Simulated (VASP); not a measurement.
# Li2Ta2O5 (P4/mmm) in VASP: single point with PBE

Aim: the single point of Li2Ta2O5 with PBE.

Everything below comes from runs of VASP 6.6.1. Logs are shortened: lines on timing, memory, paths and dates and some standing lists are left out, and cuts for length are marked.

### Step 1. The cell of the first run

It takes space group P4/mmm (No. 123, tetragonal). The conventional cell has a = 5.589 Å, b = 5.589 Å, c = 3.881 Å, α = 90.00°, β = 90.00°, γ = 90.00°. Within 3.7 Å of Li (site symmetry mmm) lie 10 O at 2.77 to 2.79 Å and 8 Ta at 3.40 Å. Within 2.6 Å of Ta (site symmetry 4/mmm) lie 6 O at 1.94 to 2.00 Å. Within 2.6 Å of Ta (site symmetry 4/mmm) lie 4 O at 1.95 Å. O (site symmetry 4/mmm) has 2 Ta at 1.94 Å within 2.6 Å. Within 2.6 Å of O (site symmetry m2m) lie 2 Ta at 1.95 to 2.00 Å.

### Step 2. Single point, PBE, collinear spin (atoms taken out)

File INCAR:

```
  ALGO = Normal
  EDIFF = 1E-7
  ENCUT = 520
  GGA = PE
  ISIF = 2
  ISMEAR = 0
  ISPIN = 2
  LASPH = True
  LCHARG = True
  LELF = True
  LMAXMIX = 4
  LORBIT = 11
  LREAL = False
  LVHAR = True
  LWAVE = False
  MAGMOM = 0 0 1 1 0 0 0 0 0
  NBANDS = 43
  NELM = 150
  PREC = Accurate
  SIGMA = 0.1
```

File KPOINTS:

```
k-points
0
Gamma
  4 4 4
```

File POSCAR:

```
Li2Ta2O5
1.0
    5.5888102754      0.0000000000      0.0000000000
    0.0000000000      5.5888102754      0.0000000000
    0.0000000000      0.0000000000      3.8811844435
Li Ta O
2 2 5
Direct
    0.5000000000      0.0000000000      0.5000000000
    0.0000000000      0.5000000000      0.5000000000
    0.0000000000      0.0000000000      0.0000000000
    0.5000000000      0.5000000000      0.0000000000
    0.0000000000      0.0000000000      0.5000000000
    0.2534587775      0.2534587775      0.0000000000
    0.7465412225      0.7465412225      0.0000000000
    0.2534587775      0.7465412225      0.0000000000
    0.7465412225      0.2534587775      0.0000000000
```

Potentials or basis: VASP PAW PBE potentials, release 64 (Li_sv, Ta_pv, O).

Started as:

```bash
$ cat potpaw_PBE.64/Li_sv/POTCAR potpaw_PBE.64/Ta_pv/POTCAR potpaw_PBE.64/O/POTCAR > POTCAR
$ mpirun -np 1 vasp_std > vasp.out
```

OUTCAR:

```text
EDIFF = 1E-7
   ENCUT = 520
   GGA = PE
   ISIF = 2
   ISMEAR = 0
   ISPIN = 2
   LASPH = True
   LORBIT = 11
   LREAL = False
   NELM = 150
   PREC = Accurate

 ion  position               nearest neighbor table
   1  0.500  0.000  0.500-
   2  0.000  0.500  0.500-
   3  0.000  0.000  0.000-   5 1.94   5 1.94   7 2.00   8 2.00   9 2.00   6 2.00
   4  0.500  0.500  0.000-   6 1.95   7 1.95   8 1.95   9 1.95
   5  0.000  0.000  0.500-   3 1.94   3 1.94
   6  0.253  0.253  0.000-   4 1.95   3 2.00
   7  0.747  0.747  0.000-   4 1.95   3 2.00
   8  0.253  0.747  0.000-   4 1.95   3 2.00
   9  0.747  0.253  0.000-   4 1.95   3 2.00

  LATTYP: Found a simple tetragonal cell.
 ALAT       =     5.5888102754
 C/A-ratio  =     0.6944562890

  Lattice vectors:

 A1 = (   5.5888102754,   0.0000000000,   0.0000000000)
 A2 = (   0.0000000000,   5.5888102754,   0.0000000000)
 A3 = (   0.0000000000,   0.0000000000,   3.8811844435)

Analysis of symmetry for initial positions (statically):
=====================================================================
 Subroutine PRICEL returns:
 Original cell was already a primitive cell.

 Routine SETGRP: Setting up the symmetry group for a
 simple tetragonal supercell.

 Subroutine GETGRP returns: Found 16 space group operations
 (whereof 16 operations were pure point group operations)
 out of a pool of 16 trial point group operations.

The static configuration has the point symmetry D_4h.

Analysis of symmetry for dynamics (positions and initial velocities):
=====================================================================
 Subroutine PRICEL returns:
 Original cell was already a primitive cell.

 Routine SETGRP: Setting up the symmetry group for a
 simple tetragonal supercell.

 Subroutine GETGRP returns: Found 16 space group operations
 (whereof 16 operations were pure point group operations)
 out of a pool of 16 trial point group operations.

The dynamic configuration has the point symmetry D_4h.

Analysis of structural, dynamic, and magnetic symmetry:
=====================================================================
 Subroutine PRICEL returns:
 Original cell was already a primitive cell.

 Routine SETGRP: Setting up the symmetry group for a
 simple tetragonal supercell.

 Subroutine GETGRP returns: Found 16 space group operations
 (whereof 16 operations were pure point group operations)
 out of a pool of 16 trial point group operations.

The overall configuration has the point symmetry D_4h.

 Subroutine INISYM returns: Found 16 space group operations
 (whereof 16 operations are pure point group operations),
 and found     1 'primitive' translations

----------------------------------------------------------------------------------------

                                     Primitive cell

  volume of cell :     121.2280

  direct lattice vectors                    reciprocal lattice vectors
     5.588810275  0.000000000  0.000000000     0.178928958  0.000000000  0.000000000
     0.000000000  5.588810275  0.000000000     0.000000000  0.178928958  0.000000000
     0.000000000  0.000000000  3.881184444     0.000000000  0.000000000  0.257653305

  length of vectors
     5.588810275  5.588810275  3.881184444     0.178928958  0.178928958  0.257653305

  position of ions in fractional coordinates (direct lattice)
     0.500000000  0.000000000  0.500000000
     0.000000000  0.500000000  0.500000000
     0.000000000  0.000000000  0.000000000
     0.500000000  0.500000000  0.000000000
     0.000000000  0.000000000  0.500000000
     0.253458778  0.253458778  0.000000000
     0.746541222  0.746541222  0.000000000
     0.253458778  0.746541222  0.000000000
     0.746541222  0.253458778  0.000000000

  ion indices of the primitive-cell ions
   primitive index   ion index
                 1           1
                 2           2
                 3           3
[... 54 lines left out ...]
   number of dos      NEDOS =    301   number of ions     NIONS =      9
   total plane-waves  NPLWV =  52920
   dimension x,y,z NGX =    42 NGY =   42 NGZ =   30
   dimension x,y,z NGXF=    84 NGYF=   84 NGZF=   60
   ions per type =               2   2   5
   NGX,Y,Z   is equivalent  to a cutoff of  12.49, 12.49, 12.85 a.u.
   NGXF,Y,Z  is equivalent  to a cutoff of  24.99, 24.99, 25.70 a.u.
 SYSTEM =  unknown system
   PREC   = accura    normal or accurate (medium, high low for compatibility)
   ISTART =      0    job   : 0-new  1-cont  2-samecut
   ICHARG =      2    charge: 1-file 2-atom 10-const
   ISPIN  =      2    spin polarized calculation?
   LNONCOLLINEAR =      F non collinear calculations
   LSORBIT =      F    spin-orbit coupling
   LASPH  =      T    aspherical Exc in radial PAW
   ENCUT  =  520.0 eV  38.22 Ry    6.18 a.u.  10.39 10.39  7.22*2*pi/ulx,y,z
   NELM   =    150;   NELMIN=  2; NELMDL= -5     # of ELM steps
   EDIFF  = 0.1E-06   stopping-criterion for ELM
   LREAL  =      F    real-space projection
   EDIFFG = 0.1E-05   stopping-criterion for IOM
   NSW    =      0    number of steps for IOM
   IBRION =     -1    ionic relax: 0-MD 1-quasi-New 2-CG
   NFREE  =      0    steps in history (QN), initial steepest desc. (CG)
   ISIF   =      2    stress and relaxation
   ISYM   =      2    0-nonsym 1-usesym 2-fastsym
   POTIM  = 0.5000    time-step for ionic-motion
   TEBEG  =    0.0;   TEEND  =   0.0 temperature during run
   PSTRESS=    0.0 pullay stress
   NELECT =      58.0000    total number of electrons
   NUPDOWN=      -1.0000    fix difference up-down
   EMIN   =  10.00;   EMAX   =-10.00  energy-range for DOS
   EFERMI =   0.00;   METHOD = LEGACY
   ISMEAR =     0;   SIGMA  =   0.10  broadening in eV -4-tet -1-fermi 0-gaus
   EFERMI_NEDOS =   21; number of points for ismear=-14 and -15
   IALGO  =     38    algorithm
   IMIX   =      4    mixing-type and parameters
     AMIX     =   0.40;   BMIX     =  1.00
     AMIX_MAG =   1.60;   BMIX_MAG =  1.00
  volume/ion in A,a.u.               =      13.47        90.90
  Fermi-wavevector in a.u.,A,eV,Ry     =   1.280412  2.419628 22.306147  1.639456
  Thomas-Fermi vector in A             =   2.412842
   LORBIT       =     11    0 simple, 1 ext, 2 COOP (PROOUT), +10 PAW based schemes
   GGA     = PE    functional components
   LHFCALC =     F    Hartree Fock is set to
   AEXX    =    0.0000 exact exchange contribution
   IVDW    =     0    specifies the selected vdW correction
   LEPSILON=     F    determine dielectric tensor
   LRPA    =     F    only Hartree local field effects (RPA)
 spin polarized calculation
 Gauss-broadening in eV      SIGMA  =   0.10
  energy-cutoff  :      520.00
  volume of cell :      121.23
 maximum number of plane-waves:      3294
 NGX is ok and might be reduce to    42
   NGX = 21   NGY = 21   NGZ = 15

 number of electron      57.9999998 magnetization      -0.0036460

 number of electron      57.9999998 magnetization       0.0000719

 Free energy of the ion-electron system (eV)
  ---------------------------------------------------
  ext. energy  EPLUGINS =         0.00000000
  ---------------------------------------------------
  free energy    TOTEN  =       -72.89122331 eV

  energy without entropy =      -72.88102988  energy(sigma->0) =      -72.88612660

 E-fermi :   4.4299     XC(G=0):  -9.7442

 val. band max:        4.4186741496   @ k =   0.2500   0.0000   0.0000
 cond. band min:       4.4961091531   @ k =   0.5000   0.2500   0.0000
 fundamental gap:      0.0774350035
 Fermi energy:         4.4299450647

 spin component 1

 k-point     1 :       0.0000    0.0000    0.0000
  band No.  band energies     occupation
      1     -44.2480      1.00000
      2     -44.2476      1.00000
      3     -32.4561      1.00000
      4     -32.4561      1.00000
      5     -32.3901      1.00000
      6     -32.2985      1.00000
[... 781 lines left out ...]
     40       9.6285      0.00000
     41       9.6285      0.00000
 Fermi energy:         4.4299450647

 spin component 2

 k-point     1 :       0.0000    0.0000    0.0000
  band No.  band energies     occupation
      1     -44.2480      1.00000
      2     -44.2476      1.00000
      3     -32.4561      1.00000
      4     -32.4561      1.00000
      5     -32.3901      1.00000
      6     -32.2985      1.00000
[... 781 lines left out ...]
     40       9.6285      0.00000
     41       9.6285      0.00000
 [bands above 41 left out]

------------------------ aborting loop because EDIFF is reached ----------------------------------------

  FORCE on cell =-STRESS in cart. coord.  units (eV):
  Direction    XX          YY          ZZ          XY          YZ          ZX
  --------------------------------------------------------------------------------------
  -------------------------------------------------------------------------------------
  Total        0.8726789      0.8726789     -0.5803217      0.0000000      0.0000000      0.0000000
  in kB       11.5335242     11.5335242     -7.6696646      0.0000000      0.0000000      0.0000000
  external PRESSURE =       5.1324613 kB  Pullay stress =       0.0000000 kB

 VOLUME and BASIS-vectors are now :
 -----------------------------------------------------------------------------
  energy-cutoff  :      520.00
  volume of cell :      121.23
      direct lattice vectors                 reciprocal lattice vectors
     5.588810275  0.000000000  0.000000000     0.178928958  0.000000000  0.000000000
     0.000000000  5.588810275  0.000000000     0.000000000  0.178928958  0.000000000
     0.000000000  0.000000000  3.881184444     0.000000000  0.000000000  0.257653305

 POSITION                                       TOTAL-FORCE (eV/Angst)
 -----------------------------------------------------------------------------------
      2.79441      0.00000      1.94059         0.000000      0.000000     -0.000000
      0.00000      2.79441      1.94059         0.000000      0.000000     -0.000000
      0.00000      0.00000      0.00000         0.000000      0.000000     -0.000000
      2.79441      2.79441      0.00000         0.000000      0.000000     -0.000000
      0.00000      0.00000      1.94059         0.000000      0.000000     -0.000000
      1.41653      1.41653      0.00000         0.180807      0.180807      0.000000
      4.17228      4.17228      0.00000        -0.180807     -0.180807     -0.000000
      1.41653      4.17228      0.00000         0.180807     -0.180807      0.000000
      4.17228      1.41653      0.00000        -0.180807      0.180807     -0.000000
 -----------------------------------------------------------------------------------
    total drift:                                0.000000     -0.000000      0.000000

  FREE ENERGIE OF THE ION-ELECTRON SYSTEM (eV)
  ---------------------------------------------------
  free  energy   TOTEN  =       -72.8912233138 eV

  energy  without entropy=      -72.8810298845  energy(sigma->0) =      -72.88612660

 total charge

# of ion       s       p       d       tot
------------------------------------------
    1        1.995   0.017   0.000   2.012
    2        1.995   0.017   0.000   2.012
    3        0.348   6.364   2.164   8.876
    4        0.370   6.276   2.164   8.809
    5        1.570   3.529   0.000   5.099
    6        1.569   3.495   0.000   5.064
    7        1.569   3.495   0.000   5.064
    8        1.569   3.495   0.000   5.064
    9        1.569   3.495   0.000   5.064
--------------------------------------------------
tot         12.552  30.185   4.327  47.064

 magnetization (x)

# of ion       s       p       d       tot
------------------------------------------
    1       -0.000   0.000   0.000   0.000
    2       -0.000   0.000   0.000   0.000
    3        0.000   0.000   0.000   0.000
    4       -0.000   0.000   0.000   0.000
    5        0.000  -0.000   0.000  -0.000
    6       -0.000  -0.000   0.000  -0.000
    7       -0.000  -0.000   0.000  -0.000
    8       -0.000  -0.000   0.000  -0.000
    9       -0.000  -0.000   0.000  -0.000
--------------------------------------------------
tot         -0.000  -0.000   0.000   0.000
```

It took 6.5 min on 1 thread of Intel Xeon Platinum 8175M at 2.50GHz (Skylake/Cascade Lake), shared host; peak memory 0.34 GiB.

Results:

```yaml
Free_energy: -72.8912 eV
Largest_force: 0.256 eV/Å
Band_gap_on_the_k_mesh: zero (filled and empty bands overlap)
Net_moment: 0.00 μB per cell
Valence_electrons_inside_the_program's_atomic_spheres: Li 2.01; Ta 8.88, 8.81; O 5.10, 5.06 (each value once)
```

Forces on the atoms (eV/Å):
```
Li   0.000  0.000  0.000
Li   0.000  0.000  0.000
Ta   0.000  0.000  0.000
Ta   0.000  0.000  0.000
O    0.000  0.000  0.000
O    0.181  0.181  0.000
O   -0.181 -0.181  0.000
O    0.181 -0.181  0.000
O   -0.181  0.181  0.000
```

Caveat: the k points lie up to 0.40 Å⁻¹ apart, too coarse for converged energies and pressures of a metal; the cell differs from its parent crystal (atoms taken out); the cutoff is under 1.25 times the usual one of these potentials, so pressure, stress and relaxed cells hold a basis-set (Pulay) error; spin-orbit coupling is left out, which moves the levels of the heavy elements.
